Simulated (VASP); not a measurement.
# As (P6/mmm) in VASP: a series of runs

Runs on As. Level: PBE. Tasks: single point, relaxation of cell and atoms.

Program: VASP 6.6.1. These are calculated values, not measurements. Logs are shortened: lines on timing, memory, paths and dates and some standing lists are left out, and cuts for length are marked.

## (1) The cell of the first run

The structure is hexagonal, space group P6/mmm (No. 191). The conventional cell has a = 2.906 Å, b = 2.906 Å, c = 5.498 Å, α = 90.00°, β = 90.00°, γ = 120.00°. Within 3.6 Å of As (site symmetry 6mm) lie 8 As at 2.70 to 2.91 Å.

The cell was built from a structure type or drawn by symmetry, and may not be a known phase.

## (2) Single point, PBE

File INCAR:

```
SYSTEM = As
ALGO = Normal
EDIFF = 1E-6
ENCUT = 520
GGA = PE
ISIF = 2
ISMEAR = 0
LASPH = .TRUE.
LCHARG = .TRUE.
LELF = .TRUE.
LREAL = .FALSE.
LVHAR = .TRUE.
LWAVE = .FALSE.
NBANDS = 12
NELM = 60
PREC = Accurate
SIGMA = 0.1
```

File KPOINTS:

```
k-points
0
G
  24 24 10
  0 0 0
```

File POSCAR:

```
As
1.0
    2.9056661922      0.0000000000      0.0000000000
   -1.4528330961      2.5163807374      0.0000000000
    0.0000000000      0.0000000000      5.4975417313
As
2
Direct
    0.0000000000      0.0000000000      0.7457958690
    0.0000000000      0.0000000000      0.2542041310
```

Potentials or basis: VASP PAW PBE potentials, release 64 (As).

Run with:

```console
$ cat potpaw_PBE.64/As/POTCAR > POTCAR
$ mpirun -np 1 vasp_std > vasp.out
```

OUTCAR:

```text
SYSTEM = As
   EDIFF = 1E-6
   ENCUT = 520
   GGA = PE
   ISIF = 2
   ISMEAR = 0
   LASPH = .TRUE.
   LREAL = .FALSE.
   NELM = 60
   PREC = Accurate

 ion  position               nearest neighbor table
   1  0.000  0.000  0.746-   2 2.70   2 2.79
   2  0.000  0.000  0.254-   1 2.70   1 2.79

  LATTYP: Found a hexagonal cell.
 ALAT       =     2.9056661922
 C/A-ratio  =     1.8920073290

  Lattice vectors:

 A1 = (   2.9056661922,   0.0000000000,   0.0000000000)
 A2 = (  -1.4528330961,   2.5163807374,   0.0000000000)
 A3 = (   0.0000000000,   0.0000000000,   5.4975417313)

Analysis of symmetry for initial positions (statically):
=====================================================================
 Subroutine PRICEL returns:
 Original cell was already a primitive cell.

 Routine SETGRP: Setting up the symmetry group for a
 hexagonal supercell.

 Subroutine GETGRP returns: Found 24 space group operations
 (whereof 24 operations were pure point group operations)
 out of a pool of 24 trial point group operations.

The static configuration has the point symmetry D_6h.

Analysis of symmetry for dynamics (positions and initial velocities):
=====================================================================
 Subroutine PRICEL returns:
 Original cell was already a primitive cell.

 Routine SETGRP: Setting up the symmetry group for a
 hexagonal supercell.

 Subroutine GETGRP returns: Found 24 space group operations
 (whereof 24 operations were pure point group operations)
 out of a pool of 24 trial point group operations.

The dynamic configuration has the point symmetry D_6h.

 Subroutine INISYM returns: Found 24 space group operations
 (whereof 24 operations are pure point group operations),
 and found     1 'primitive' translations

----------------------------------------------------------------------------------------

                                     Primitive cell

  volume of cell :      40.1967

  direct lattice vectors                    reciprocal lattice vectors
     2.905666192  0.000000000  0.000000000     0.344155155  0.198698072  0.000000000
    -1.452833096  2.516380737  0.000000000     0.000000000  0.397396143  0.000000000
     0.000000000  0.000000000  5.497541731     0.000000000  0.000000000  0.181899483

  length of vectors
     2.905666192  2.905666192  5.497541731     0.397396143  0.397396143  0.181899483

  position of ions in fractional coordinates (direct lattice)
     0.000000000  0.000000000  0.745795869
     0.000000000  0.000000000  0.254204131

  ion indices of the primitive-cell ions
   primitive index   ion index
[... 87 lines left out ...]
   EMIN   =  10.00;   EMAX   =-10.00  energy-range for DOS
   EFERMI =   0.00;   METHOD = LEGACY
   ISMEAR =     0;   SIGMA  =   0.10  broadening in eV -4-tet -1-fermi 0-gaus
   EFERMI_NEDOS =   21; number of points for ismear=-14 and -15
   IALGO  =     38    algorithm
   IMIX   =      4    mixing-type and parameters
     AMIX     =   0.40;   BMIX     =  1.00
     AMIX_MAG =   1.60;   BMIX_MAG =  1.00
  volume/ion in A,a.u.               =      20.10       135.63
  Fermi-wavevector in a.u.,A,eV,Ry     =   1.029622  1.945704 14.423838  1.060122
  Thomas-Fermi vector in A             =   2.163679
   LORBIT       =      0    0 simple, 1 ext, 2 COOP (PROOUT), +10 PAW based schemes
   GGA     = PE    functional components
   LHFCALC =     F    Hartree Fock is set to
   AEXX    =    0.0000 exact exchange contribution
   IVDW    =     0    specifies the selected vdW correction
   LEPSILON=     F    determine dielectric tensor
   LRPA    =     F    only Hartree local field effects (RPA)
 non-spin polarized calculation
 Gauss-broadening in eV      SIGMA  =   0.10
  energy-cutoff  :      520.00
  volume of cell :       40.20
 maximum number of plane-waves:      1112
 NGX is ok and might be reduce to    24
   NGX = 11   NGY = 11   NGZ = 21

 number of electron      10.0000000 magnetization

 number of electron       9.9999999 magnetization

 Free energy of the ion-electron system (eV)
  ---------------------------------------------------
  ext. energy  EPLUGINS =         0.00000000
  ---------------------------------------------------
  free energy    TOTEN  =        -8.79215023 eV

  energy without entropy =       -8.78780273  energy(sigma->0) =       -8.78997648

 E-fermi :   5.8730     XC(G=0): -10.4414

 val. band max:        5.8706746797   @ k =   0.3750   0.2083   0.4000
 cond. band min:       5.8753436397   @ k =   0.1667   0.0833   0.2000
 fundamental gap:      0.0046689600
 Fermi energy:         5.8729696069

 k-point     1 :       0.0000    0.0000    0.0000
  band No.  band energies     occupation
      1      -8.9379      2.00000
      2      -6.0077      2.00000
      3      -0.9097      2.00000
      4       9.6344      0.00000
      5      10.9255      0.00000
      6      10.9255      0.00000
      7      12.9194      0.00000
      8      12.9194      0.00000
      9      14.1851      0.00000
     10      17.5748      0.00000
     11      18.2691      0.00000
     12      18.2691      0.00000
[... 331 lines left out ...]
 k-point    24 :       0.4583    0.0417    0.0000
  band No.  band energies     occupation
      1      -5.0296      2.00000
      2      -1.9277      2.00000
      3      -0.5624      2.00000
      4       1.9325      2.00000
      5       2.4059      2.00000
      6       7.3249      0.00000
      7       8.8494      0.00000
      8       9.5262      0.00000
      9      12.4445      0.00000
     10      12.9579      0.00000
     11      16.2120      0.00000
     12      17.2984      0.00000

 [... further k-points ...]

------------------------ aborting loop because EDIFF is reached ----------------------------------------

  FORCE on cell =-STRESS in cart. coord.  units (eV):
  Direction    XX          YY          ZZ          XY          YZ          ZX
  --------------------------------------------------------------------------------------
  -------------------------------------------------------------------------------------
  Total        0.0273754      0.0273754      0.0319554      0.0000000     -0.0000000      0.0000000
  in kB        1.0911403      1.0911403      1.2736905      0.0000000     -0.0000000      0.0000000
  external PRESSURE =       1.1519904 kB  Pullay stress =       0.0000000 kB

 VOLUME and BASIS-vectors are now :
 -----------------------------------------------------------------------------
  energy-cutoff  :      520.00
  volume of cell :       40.20
      direct lattice vectors                 reciprocal lattice vectors
     2.905666192  0.000000000  0.000000000     0.344155155  0.198698072  0.000000000
    -1.452833096  2.516380737  0.000000000     0.000000000  0.397396143  0.000000000
     0.000000000  0.000000000  5.497541731     0.000000000  0.000000000  0.181899483

 POSITION                                       TOTAL-FORCE (eV/Angst)
 -----------------------------------------------------------------------------------
      0.00000      0.00000      4.10004        -0.000000     -0.000000      0.004987
      0.00000      0.00000      1.39750         0.000000      0.000000     -0.004987
 -----------------------------------------------------------------------------------
    total drift:                               -0.000000      0.000000     -0.000000

  FREE ENERGIE OF THE ION-ELECTRON SYSTEM (eV)
  ---------------------------------------------------
  free  energy   TOTEN  =        -8.7921502257 eV

  energy  without entropy=       -8.7878027270  energy(sigma->0) =       -8.78997648
```

OSZICAR:

```text
N       E                     dE             d eps       ncg     rms          rms(c)
DAV:   1     0.243415910740E+02    0.24342E+02   -0.41333E+03  8784   0.695E+02
DAV:   2    -0.740175804767E+01   -0.31743E+02   -0.30255E+02 12120   0.103E+02
DAV:   3    -0.878417678044E+01   -0.13824E+01   -0.13694E+01 10860   0.217E+01
DAV:   4    -0.879029731155E+01   -0.61205E-02   -0.61196E-02  9972   0.162E+00
DAV:   5    -0.879030754207E+01   -0.10231E-04   -0.10230E-04 10600   0.749E-02    0.282E+00
DAV:   6    -0.879103050597E+01   -0.72296E-03   -0.20490E-03 10056   0.285E-01    0.167E+00
DAV:   7    -0.879210300147E+01   -0.10725E-02   -0.44064E-03 10104   0.419E-01    0.690E-02
DAV:   8    -0.879214824123E+01   -0.45240E-04   -0.17072E-04 10192   0.853E-02    0.926E-03
DAV:   9    -0.879215060268E+01   -0.23615E-05   -0.32202E-06 10488   0.127E-02    0.358E-03
DAV:  10    -0.879215022566E+01    0.37702E-06   -0.62140E-07  6648   0.501E-03
   1 F= -.87921502E+01 E0= -.87899765E+01  d E =-.434750E-02
```

Wall time 2.4 min (1 thread of Intel Xeon 8259CL, shared host); peak memory 0.28 GiB.

Results:

* Free energy: -8.7922 eV
* Pressure: 0.1 GPa
* Largest force: 0.005 eV/Å
* Band gap on the k mesh: zero (bands 5 and 6 overlap by 9.32 eV)

Forces in eV/Å, atoms in the order of the input:
```
As   0.000  0.000  0.005
As   0.000  0.000 -0.005
```

Levels at points of the mesh, in eV from the Fermi level:
| k point | band 3 | band 4 | band 5 | band 6 | band 7 | band 8 |
| --- | --- | --- | --- | --- | --- | --- |
| (0.00, 0.00, 0.00) | -6.78 | 3.76 | 5.05 | 5.05 | 7.05 | 7.05 |
| (0.50, 0.00, 0.00) | -6.53 | -4.04 | -3.46 | 1.79 | 2.90 | 3.93 |
| (0.00, 0.00, 0.50) | -2.68 | -2.37 | 5.80 | 5.80 | 6.00 | 6.00 |
| (0.50, 0.00, 0.50) | -5.64 | -5.45 | 0.69 | 1.08 | 2.58 | 2.78 |

## (3) Relaxation of cell and atoms, PBE

This run uses another cell than the first one, of 19.80 Å³/atom.

File INCAR:

```
PREC = Accurate
ENCUT = 600
EDIFF = 1E-6
ISMEAR = 0
SIGMA = 0.1
LREAL = F
LASPH = T
NELM = 60
ALGO = Normal
ISIF = 3
LWAVE = F
LCHARG = F
GGA = PE
IBRION = 2
NSW = 100
EDIFFG = -0.01
```

File KPOINTS:

```
regular mesh
0
Gamma
  24 24 10
```

File POSCAR:

```
As
1.0
    2.9096867412      0.0000000000      0.0000000000
   -1.4548433706      2.5198626350      0.0000000000
    0.0000000000      0.0000000000      5.4002892603
As
2
Direct
    0.0000000000      0.0000000000      0.7462325040
    0.0000000000      0.0000000000      0.2537674960
```

Potentials or basis: VASP PAW PBE potentials, release 64 (As).

Run with:

```console
$ cat potpaw_PBE.64/As/POTCAR > POTCAR
$ mpirun -np 1 vasp_std > vasp.out
```

Wall time 6.5 min (1 thread of Intel Xeon 8259CL, shared host); peak memory 0.3 GiB.

Results (log left out):

| Item | Value |
| --- | --- |
| Free energy | -8.7922 eV |
| Relaxed volume | 20.13 Å³/atom |
| Relaxed cell | a = 2.907 Å, b = 2.907 Å, c = 5.501 Å, α = 90.00°, β = 90.00°, γ = 120.00° |
| Space group after relaxing (to 0.1 Å) | P6/mmm (No. 191) |
| Energy gained by relaxing | 4.3 meV/atom |
| Ionic steps | 6 |
| Pressure after relaxing | 0.0 GPa |
| Band gap on the k mesh | zero (bands 5 and 6 overlap by 9.34 eV) |

Step by step:
```tsv
step	energy change (eV)	largest force (eV/Å)	pressure (GPa)	volume (Å³)
1	0.0000	0.0463	1.29	39.59
2	-0.0080	0.0109	-0.51	40.51
3	-0.0086	0.0007	-0.15	40.31
4	-0.0086	0.0016	-0.18	40.33
5	-0.0086	0.0016	0.02	40.23
6	-0.0086	0.0016	-0.03	40.25
```

Final structure:
```
As
1.0
     2.90695    0.00000    0.00000
    -1.45348    2.51749    0.00000
     0.00000    0.00000    5.50058
As
2
Cartesian
  0.0000 0.0000 4.1065
  0.0000 0.0000 1.3940
```

Levels at points of the mesh, in eV from the Fermi level:
| k point | band 1 | band 2 | band 3 | band 4 | band 5 | band 6 | band 7 | band 8 | band 9 |
| --- | --- | --- | --- | --- | --- | --- | --- | --- | --- |
| (0.00, 0.00, 0.00) | -14.80 | -11.88 | -6.77 | 3.75 | 5.05 | 5.05 | 7.03 | 7.03 | 8.31 |
| (0.50, 0.00, 0.00) | -10.87 | -7.78 | -6.52 | -4.04 | -3.45 | 1.79 | 2.91 | 3.92 | 6.67 |
| (0.00, 0.00, 0.50) | -13.84 | -13.63 | -2.65 | -2.39 | 5.81 | 5.81 | 5.97 | 5.97 | 12.03 |
| (0.50, 0.00, 0.50) | -9.91 | -9.67 | -5.62 | -5.46 | 0.72 | 1.04 | 2.60 | 2.75 | 6.74 |
